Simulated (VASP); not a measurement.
# Ir (Fm-3m) in VASP: further runs

Runs on Ir. Level: r2SCAN. Tasks: single point, relaxation of volume and atoms at fixed shape.

Program: VASP 6.6.1. These are calculated values, not measurements. Logs are shortened: lines on timing, memory, paths and dates and some standing lists are left out, and cuts for length are marked.

### 1 The cell of the first run

Symmetry: Fm-3m, No. 225, cubic system. Conventional cell: a = 3.850 Å, b = 3.850 Å, c = 3.850 Å, α = 90.00°, β = 90.00°, γ = 90.00°. Within 3.6 Å of Ir (site symmetry m-3m) lie 12 Ir at 2.72 Å.

### 2 Single point, r2SCAN

Contents of POSCAR:

```
Ir
1.0
    0.0000000000      1.9251228415      1.9251228415
    1.9251228415      0.0000000000      1.9251228415
    1.9251228415      1.9251228415      0.0000000000
Ir
1
Direct
    0.0000000000      0.0000000000      0.0000000000
```

Contents of INCAR.step1:

```
  PREC = Accurate
  ENCUT = 520
  ISMEAR = -1
  SIGMA = 0.1
  LREAL = False
  LASPH = True
  NELM = 100
  NBANDS = 10
  GGA = PE
  ALGO = Normal
  EDIFF = 1E-4
  LWAVE = True
  LCHARG = False
```

Contents of INCAR.step2:

```
  PREC = Accurate
  ENCUT = 520
  EDIFF = 1E-6
  ISMEAR = -1
  SIGMA = 0.1
  LREAL = False
  LASPH = True
  NELM = 100
  ALGO = Normal
  ISIF = 2
  LWAVE = False
  LCHARG = False
  METAGGA = R2SCAN
  LMIXTAU = True
  NBANDS = 10
  ISTART = 1
```

Contents of KPOINTS:

```
regular mesh
0
Gamma
  8 8 8
```

Potentials or basis: VASP PAW PBE potentials, release 64 (Ir).

On the command line:

```bash
$ cat potpaw_PBE.64/Ir/POTCAR > POTCAR
$ cp INCAR.step1 INCAR
$ mpirun -np 1 vasp_std > vasp.out
$ cp INCAR.step2 INCAR
$ mpirun -np 1 vasp_std > vasp.out
```

OUTCAR:

```text
PREC = Accurate
   ENCUT = 520
   EDIFF = 1E-6
   ISMEAR = -1
   LREAL = False
   LASPH = True
   NELM = 100
   ISIF = 2
   METAGGA = R2SCAN
   ISTART = 1

 ion  position               nearest neighbor table
   1  0.000  0.000  0.000-

  LATTYP: Found a face centered cubic cell.
 ALAT       =     3.8502456830

  Lattice vectors:

 A1 = (   0.0000000000,   1.9251228415,   1.9251228415)
 A2 = (   1.9251228415,   0.0000000000,   1.9251228415)
 A3 = (   1.9251228415,   1.9251228415,   0.0000000000)

Analysis of symmetry for initial positions (statically):
=====================================================================
 Subroutine PRICEL returns:
 Original cell was already a primitive cell.

 Routine SETGRP: Setting up the symmetry group for a
 face centered cubic supercell.

 Subroutine GETGRP returns: Found 48 space group operations
 (whereof 48 operations were pure point group operations)
 out of a pool of 48 trial point group operations.

The static configuration has the point symmetry O_h .

Analysis of symmetry for dynamics (positions and initial velocities):
=====================================================================
 Subroutine PRICEL returns:
 Original cell was already a primitive cell.

 Routine SETGRP: Setting up the symmetry group for a
 face centered cubic supercell.

 Subroutine GETGRP returns: Found 48 space group operations
 (whereof 48 operations were pure point group operations)
 out of a pool of 48 trial point group operations.

The dynamic configuration has the point symmetry O_h .

 Subroutine INISYM returns: Found 48 space group operations
 (whereof 48 operations are pure point group operations),
 and found     1 'primitive' translations

----------------------------------------------------------------------------------------

                                     Primitive cell

  volume of cell :      14.2694

  direct lattice vectors                    reciprocal lattice vectors
     0.000000000  1.925122841  1.925122841    -0.259723686  0.259723686  0.259723686
     1.925122841  0.000000000  1.925122841     0.259723686 -0.259723686  0.259723686
     1.925122841  1.925122841  0.000000000     0.259723686  0.259723686 -0.259723686

  length of vectors
     2.722534832  2.722534832  2.722534832     0.449854620  0.449854620  0.449854620

  position of ions in fractional coordinates (direct lattice)
     0.000000000  0.000000000  0.000000000

  ion indices of the primitive-cell ions
   primitive index   ion index
                 1           1

----------------------------------------------------------------------------------------

 KPOINTS: regular mesh

Automatic generation of k-mesh.
 Grid dimensions read from file:
 generate k-points for:    8    8    8

 Generating k-lattice:

  Cartesian coordinates                     Fractional coordinates (reciprocal lattice)
    -0.032465461  0.032465461  0.032465461     0.125000000  0.000000000  0.000000000
     0.032465461 -0.032465461  0.032465461     0.000000000  0.125000000  0.000000000
     0.032465461  0.032465461 -0.032465461     0.000000000  0.000000000  0.125000000

  Length of vectors
     0.056231827  0.056231827  0.056231827

  Shift w.r.t. Gamma in fractional coordinates (k-lattice)
     0.000000000  0.000000000  0.000000000

 Subroutine IBZKPT returns following result:
 ===========================================

 Found     29 irreducible k-points:

 Following reciprocal coordinates:
            Coordinates               Weight
  0.000000  0.000000  0.000000      1.000000
  0.125000  0.000000  0.000000      8.000000
  0.250000  0.000000  0.000000      8.000000
  0.375000  0.000000  0.000000      8.000000
  0.500000  0.000000  0.000000      4.000000
  0.125000  0.125000  0.000000      6.000000
[... 16 lines left out ...]
  0.500000  0.250000  0.125000     48.000000
 -0.375000  0.250000  0.125000     24.000000
 [... further k-points ...]
   k-points           NKPTS =     29   k-points in BZ     NKDIM =     29   number of bands    NBANDS=     10
   number of dos      NEDOS =    301   number of ions     NIONS =      1
   total plane-waves  NPLWV =   8000
   dimension x,y,z NGX =    20 NGY =   20 NGZ =   20
   dimension x,y,z NGXF=    40 NGYF=   40 NGZF=   40
   ions per type =               1
   NGX,Y,Z   is equivalent  to a cutoff of  12.21, 12.21, 12.21 a.u.
   NGXF,Y,Z  is equivalent  to a cutoff of  24.43, 24.43, 24.43 a.u.
 SYSTEM =  unknown system
   PREC   = accura    normal or accurate (medium, high low for compatibility)
   ISTART =      1    job   : 0-new  1-cont  2-samecut
   ICHARG =      0    charge: 1-file 2-atom 10-const
   ISPIN  =      1    spin polarized calculation?
   LNONCOLLINEAR =      F non collinear calculations
   LSORBIT =      F    spin-orbit coupling
   LASPH  =      T    aspherical Exc in radial PAW
   ENCUT  =  520.0 eV  38.22 Ry    6.18 a.u.   5.06  5.06  5.06*2*pi/ulx,y,z
   NELM   =    100;   NELMIN=  2; NELMDL=  0     # of ELM steps
   EDIFF  = 0.1E-05   stopping-criterion for ELM
   LREAL  =      F    real-space projection
   EDIFFG = 0.1E-04   stopping-criterion for IOM
   NSW    =      0    number of steps for IOM
   IBRION =     -1    ionic relax: 0-MD 1-quasi-New 2-CG
   NFREE  =      0    steps in history (QN), initial steepest desc. (CG)
   ISIF   =      2    stress and relaxation
   ISYM   =      2    0-nonsym 1-usesym 2-fastsym
   POTIM  = 0.5000    time-step for ionic-motion
   TEBEG  =    0.0;   TEEND  =   0.0 temperature during run
   PSTRESS=    0.0 pullay stress
   NELECT =       9.0000    total number of electrons
   NUPDOWN=      -1.0000    fix difference up-down
   EMIN   =  10.00;   EMAX   =-10.00  energy-range for DOS
   EFERMI =   0.00;   METHOD = LEGACY
   ISMEAR =    -1;   SIGMA  =   0.10  broadening in eV -4-tet -1-fermi 0-gaus
   EFERMI_NEDOS =   21; number of points for ismear=-14 and -15
   IALGO  =     38    algorithm
   IMIX   =      4    mixing-type and parameters
     AMIX     =   0.40;   BMIX     =  1.00
     AMIX_MAG =   1.60;   BMIX_MAG =  1.00
  volume/ion in A,a.u.               =      14.27        96.29
  Fermi-wavevector in a.u.,A,eV,Ry     =   1.403957  2.653095 26.818389  1.971096
  Thomas-Fermi vector in A             =   2.526567
   LORBIT       =      0    0 simple, 1 ext, 2 COOP (PROOUT), +10 PAW based schemes
   METAGGA = R2SCAN    functional components
   LHFCALC =     F    Hartree Fock is set to
   AEXX    =    0.0000 exact exchange contribution
   IVDW    =     0    specifies the selected vdW correction
   LEPSILON=     F    determine dielectric tensor
   LRPA    =     F    only Hartree local field effects (RPA)
 non-spin polarized calculation
  energy-cutoff  :      520.00
  volume of cell :       14.27
 maximum number of plane-waves:       392
   NGX = 11   NGY = 11   NGZ = 11

 number of electron       9.0000000 magnetization

 Free energy of the ion-electron system (eV)
  ---------------------------------------------------
  ext. energy  EPLUGINS =         0.00000000
  ---------------------------------------------------
  free energy    TOTEN  =       -52.31974825 eV

  energy without entropy =      -52.27281114  energy(sigma->0) =      -52.29627969

 E-fermi :  10.0843     XC(G=0): -15.2677

 val. band max:       10.0506873494   @ k =  -0.3750   0.1250   0.0000
 cond. band min:      10.1373640673   @ k =  -0.3750   0.2500   0.0000
 fundamental gap:      0.0866767179
 Fermi energy:        10.0842864313

 k-point     1 :       0.0000    0.0000    0.0000
  band No.  band energies     occupation
      1      -1.4058      2.00000
      2       6.0873      2.00000
      3       6.0873      2.00000
      4       6.0873      2.00000
      5       8.7547      2.00000
      6       8.7547      2.00000
      7      25.1322      0.00000
      8      30.9597      0.00000
      9      30.9597      0.00000
     10      30.9597      0.00000

 k-point     2 :       0.1250    0.0000    0.0000
  band No.  band energies     occupation
      1      -0.7099      2.00000
      2       5.7546      2.00000
      3       6.3580      2.00000
      4       6.3580      2.00000
      5       8.6129      2.00000
      6       8.6129      2.00000
      7      26.2536      0.00000
      8      28.3263      0.00000
      9      32.0827      0.00000
     10      32.0827      0.00000

 k-point     3 :       0.2500    0.0000    0.0000
  band No.  band energies     occupation
      1       0.8795      2.00000
      2       5.5573      2.00000
      3       6.5182      2.00000
      4       6.5182      2.00000
      5       8.9748      1.99997
      6       8.9748      1.99997
      7      24.6055      0.00000
      8      27.5495      0.00000
      9      34.7455      0.00000
     10      34.7455      0.00000

 k-point     4 :       0.3750    0.0000    0.0000
  band No.  band energies     occupation
      1       1.6863      2.00000
      2       6.1367      2.00000
      3       6.1367      2.00000
      4       7.3360      2.00000
      5      10.2372      0.35634
      6      10.2372      0.35633
      7      20.4222      0.00000
      8      25.6703      0.00000
      9      32.4622      0.00000
     10      32.4623      0.00000
[... 222 lines left out ...]
 k-point    22 :       0.3750    0.2500    0.1250
  band No.  band energies     occupation
      1       2.3291      2.00000
      2       4.3715      2.00000
      3       5.9543      2.00000
      4       8.1573      2.00000
      5       8.1651      2.00000
      6      10.8351      0.00110
      7      25.0804      0.00000
      8      27.6418      0.00000
      9      29.5361      0.00000
     10      31.6313      0.00000

 k-point    23 :       0.5000    0.2500    0.1250
  band No.  band energies     occupation
      1       3.2162      2.00000
      2       4.9180      2.00000
      3       5.3285      2.00000
      4       7.6989      2.00000
      5       9.8961      1.73559
      6      13.0064      0.00000
      7      20.7626      0.00000
      8      26.1323      0.00000
      9      27.6783      0.00000
     10      32.4247      0.00000

 k-point    24 :      -0.3750    0.2500    0.1250
  band No.  band energies     occupation
      1       3.2334      2.00000
      2       4.6667      2.00000
      3       6.3526      2.00000
      4       7.3670      2.00000
      5      10.6447      0.00734
      6      15.4111      0.00000
      7      17.0244      0.00000
      8      26.5338      0.00000
      9      26.5520      0.00000
     10      30.8054      0.00000

 [... further k-points ...]

------------------------ aborting loop because EDIFF is reached ----------------------------------------

  FORCE on cell =-STRESS in cart. coord.  units (eV):
  Direction    XX          YY          ZZ          XY          YZ          ZX
  --------------------------------------------------------------------------------------
  -------------------------------------------------------------------------------------
  Total        0.2129329      0.2129329      0.2129329      0.0000000      0.0000000      0.0000000
  in kB       23.9082648     23.9082648     23.9082648      0.0000000      0.0000000      0.0000000
  external PRESSURE =      23.9082648 kB  Pullay stress =       0.0000000 kB

 VOLUME and BASIS-vectors are now :
 -----------------------------------------------------------------------------
  energy-cutoff  :      520.00
  volume of cell :       14.27
      direct lattice vectors                 reciprocal lattice vectors
     0.000000000  1.925122841  1.925122841    -0.259723686  0.259723686  0.259723686
     1.925122841  0.000000000  1.925122841     0.259723686 -0.259723686  0.259723686
     1.925122841  1.925122841  0.000000000     0.259723686  0.259723686 -0.259723686

 POSITION                                       TOTAL-FORCE (eV/Angst)
 -----------------------------------------------------------------------------------
      0.00000      0.00000      0.00000         0.000000     -0.000000      0.000000
 -----------------------------------------------------------------------------------
    total drift:                                0.000000      0.000000      0.000000

  FREE ENERGIE OF THE ION-ELECTRON SYSTEM (eV)
  ---------------------------------------------------
  free  energy   TOTEN  =       -52.3197482477 eV

  energy  without entropy=      -52.2728111358  energy(sigma->0) =      -52.29627969
```

Wall time 15 s (1 thread of Intel Xeon Platinum 8559C (Emerald Rapids), shared host); peak memory 0.13 GiB.

Results:

| Property | Result |
| --- | --- |
| Free energy | -52.3197 eV |
| Pressure | 2.4 GPa |

Caveat: the PAW data sets were made with another functional, which shifts forces and pressure a little; spin-orbit coupling is left out, which moves the levels of the heavy elements.

(Continued in part 2 of 2.)
